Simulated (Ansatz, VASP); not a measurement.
One calculation of Na, two programs

POSCAR

```
Na
1.0
   -2.1119586771      2.1119586771      2.1119586771
    2.1119586771     -2.1119586771      2.1119586771
    2.1119586771      2.1119586771     -2.1119586771
Na
1
Direct
    0.0000000000      0.0000000000      0.0000000000
```

File INCAR.step1:

```
  PREC = Accurate
  ENCUT = 600
  ISMEAR = -1
  SIGMA = 0.15
  LREAL = F
  LASPH = T
  NELM = 80
  GGA = PE
  ALGO = Normal
  EDIFF = 1E-4
  LWAVE = T
  LCHARG = F
```

Contents of INCAR.step2:

```
  PREC = Accurate
  ENCUT = 600
  EDIFF = 1E-6
  ISMEAR = -1
  SIGMA = 0.15
  LREAL = F
  LASPH = T
  NELM = 80
  ALGO = Normal
  ISIF = 3
  LWAVE = F
  LCHARG = F
  METAGGA = R2SCAN
  LMIXTAU = T
  IBRION = 2
  NSW = 80
  EDIFFG = -0.001
  ISTART = 1
```

The input KPOINTS:

```
Automatic mesh
0
Gamma
  14 14 14
```

Input for Ansatz:

```yaml
crystal:
  lattice:
    - [-2.1119586771, 2.1119586771, 2.1119586771]
    - [2.1119586771, -2.1119586771, 2.1119586771]
    - [2.1119586771, 2.1119586771, -2.1119586771]
  atoms:
    - { symbol: Na, position: [0.0, 0.0, 0.0] }
basis:
  ecutwfc: 500
kpoints:
  mp_grid: { grid: [14, 14, 14] }
hamiltonian:
  xc: r2scan
  pseudopotentials: { kind: paw, azcp: { folder: soft_1 } }
scf:
  occupations: { method: fermi_dirac, width: 0.15 }
output:
  forces: true
  stress: true
  eigenvalues: true
relax:
  adjacent_minimum: "off"
  f_tol: 0.001
  max_steps: 60
  cell: { stress_tol: 0.01 }
```

Alike in both runs: task relaxation of cell and atoms; functional r2SCAN; k mesh 14 × 14 × 14; occupations fermi-dirac, width 0.15 eV; no spin polarisation.

|  | VASP | Ansatz |
| --- | --- | --- |
| version | VASP 6.6.1 | Ansatz 0.2.0 |
| potentials or method | VASP PAW PBE potentials, release 64 (Na_pv), cutoff 600 eV | scalar-relativistic, plane waves, PAW |
| valence electrons in the cell | 7 | 9 |

|  | VASP | Ansatz | Ansatz less VASP |
| --- | --- | --- | --- |
| gap on the k mesh at the Fermi level, each at its own relaxed structure (eV) | none | none | - |
| relaxed volume (Å³/atom) | 38.25 | 37.84 | -0.410 |
| relaxed cell length with the largest relative difference (Å) | 3.676 | 3.663 | -0.0132 |

VASP's potentials were made for PBE, not for r2SCAN. A gap of «none» marks a metal or a gap that the smearing closes. VASP's potentials hold 7 valence electrons a cell and Ansatz's 9, so a difference there can come from the potentials and not from the codes.
